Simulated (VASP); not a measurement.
Gd: relaxation of shape and atoms at fixed volume with PBE+U

Crystal: Gd.

```xyz
2
Lattice="3.6345 0.0000 0.0000 -1.8172 3.1476 0.0000 0.0000 0.0000 5.8219" Properties=species:S:1:pos:R:3 pbc="T T T"
Gd    0.0000    2.0984    4.3664
Gd    1.8172    1.0492    1.4555
```

- Program: VASP 6.6.1
- Task: relaxation of shape and atoms at fixed volume
- Functional: PBE
- Potentials or basis: VASP PAW PBE potentials, release 64 (Gd)
- Cutoff: 600 eV
- k mesh: 6 × 6 × 4
- Occupations: gaussian, width 0.05 eV
- Spin: collinear spin, ferromagnetic start
- Starting moments: [8.25, 8.25] μB
- Hubbard terms: Gd f U = 6.0 eV
- Dipole correction: no
- Further INCAR settings: ALGO = Normal; EDIFF = 1e-07; IBRION = 2; EDIFFG = -0.01; NSW = 60; ISIF = 4

The energy gained by relaxing is 0.0 meV/atom. The ionic steps are 3, the pressure after relaxing is 0.7 GPa and the net moment is 15.63 μB per cell. The site moments are Gd +7.12 μB and the valence electrons inside the program's atomic spheres are Gd 15.17.

Final structure:
```xyz
2
Lattice="3.6297 0.0000 0.0000 -1.8148 3.1434 0.0000 0.0000 0.0000 5.8374" Properties=species:S:1:pos:R:3 pbc="T T T"
Gd    0.0000    2.0956    4.3780
Gd    1.8148    1.0478    1.4593
```

Levels at points of the mesh, in eV from the Fermi level:
Spin up:
```
           k point  band 24  band 25  band 26  band 27  band 28  band 29
(0.00, 0.00, 0.00)    -2.70     0.75     1.14     1.14     1.20     1.73
(0.50, 0.00, 0.00)    -1.92    -1.48    -0.29     0.82     0.93     1.52
(0.00, 0.00, 0.50)    -3.80     0.22     0.22     1.07     1.07     1.07
(0.50, 0.00, 0.50)    -2.34    -0.70    -0.70     1.24     1.24     2.37
```
Spin down:
| k point | band 8 | band 9 | band 10 | band 11 | band 12 | band 13 |
| --- | --- | --- | --- | --- | --- | --- |
| (0.00, 0.00, 0.00) | -20.16 | -4.28 | -1.54 | 1.63 | 2.19 | 2.19 |
| (0.50, 0.00, 0.00) | -20.26 | -1.14 | -1.01 | -0.69 | 0.85 | 1.85 |
| (0.00, 0.00, 0.50) | -20.22 | -2.76 | -2.76 | 1.28 | 1.28 | 2.19 |
| (0.50, 0.00, 0.50) | -20.36 | -1.46 | -1.46 | 0.49 | 0.49 | 2.06 |

Eigenvalues of the final occupation matrices:
```
    site  spin  trace                         eigenvalues
site 1 f     1   6.93  0.99 0.99 0.99 0.99 0.99 0.99 0.99
site 1 f     2   0.00  0.00 0.00 0.00 0.00 0.00 0.00 0.00
site 2 f     1   6.93  0.99 0.99 0.99 0.99 0.99 0.99 0.99
site 2 f     2   0.00  0.00 0.00 0.00 0.00 0.00 0.00 0.00
```

Run time: 2.7 min on 1 thread of Intel(R) Xeon(R) 6975P-C (Granite Rapids), on a shared host, peak memory 0.28 GiB.

Caveat: spin-orbit coupling is left out, which moves the levels of the heavy elements. The state reached can hang on the start; a lower one may exist.
